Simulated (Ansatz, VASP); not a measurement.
One calculation of Sc, two programs

Contents of INCAR:

```
PREC     = Accurate       # precision mode
ENCUT    = 520            # plane-wave cutoff, eV
EDIFF    = 1E-6           # SCF threshold, eV
ISMEAR   = 0              # smearing method
SIGMA    = 0.15           # smearing width, eV
LREAL    = F              # projectors in reciprocal space
LASPH    = T              # aspherical terms in the spheres
NELM     = 80             # most SCF steps
ALGO     = Normal         # electronic algorithm
ISIF     = 2              # what is computed and relaxed
LWAVE    = F              # write WAVECAR
LCHARG   = F              # write CHGCAR
GGA      = PS             # functional
NBANDS   = 12             # bands
```

KPOINTS

```
regular mesh
0
Gamma
  18 18 18
```

POSCAR

```
Sc
1.0
    0.0000000000      2.3386150000      2.2705000000
    2.3386150000      0.0000000000      2.2705000000
    2.3386150000      2.3386150000      0.0000000000
Sc
1
Direct
    0.0000000000      0.0000000000      0.0000000000
```

Input for Ansatz:

```yaml
crystal:
  lattice:
    - [0.0, 2.338615, 2.2705]
    - [2.338615, 0.0, 2.2705]
    - [2.338615, 2.338615, 0.0]
  atoms:
    - { symbol: Sc, position: [0.0, 0.0, 0.0] }
basis:
  ecutwfc: 420
kpoints:
  mp_grid: { grid: [18, 18, 18] }
hamiltonian:
  xc: pbesol
scf:
  occupations: { method: gaussian, width: 0.15 }
output:
  forces: true
  stress: true
  eigenvalues: true
```

Change from the starting cell: strain +0.030 along x and y, +0.000 along z, atoms carried along.

Alike in both runs: task single point; functional PBEsol; k mesh 18 × 18 × 18; occupations gaussian, width 0.15 eV; no spin polarisation.

```csv
,VASP,Ansatz
version,VASP 6.6.1,Ansatz 0.2.0
potentials or method,"VASP PAW PBE potentials, release 64 (Sc_sv), cutoff 520 eV","scalar-relativistic, plane waves, PAW"
valence electrons in the cell,11,11
```

|  | VASP | Ansatz | Ansatz less VASP |
| --- | --- | --- | --- |
| gap on the k mesh at the Fermi level (eV) | none | none | - |
| pressure (GPa) | -2.5 | -2.5 | +0.01 |
| traceless stress, the component that is largest in VASP (GPa) | 0.52 | 0.52 | -0.001 |

VASP's potentials were made for PBE, not for PBEsol. A gap of «none» marks a metal or a gap that the smearing closes.
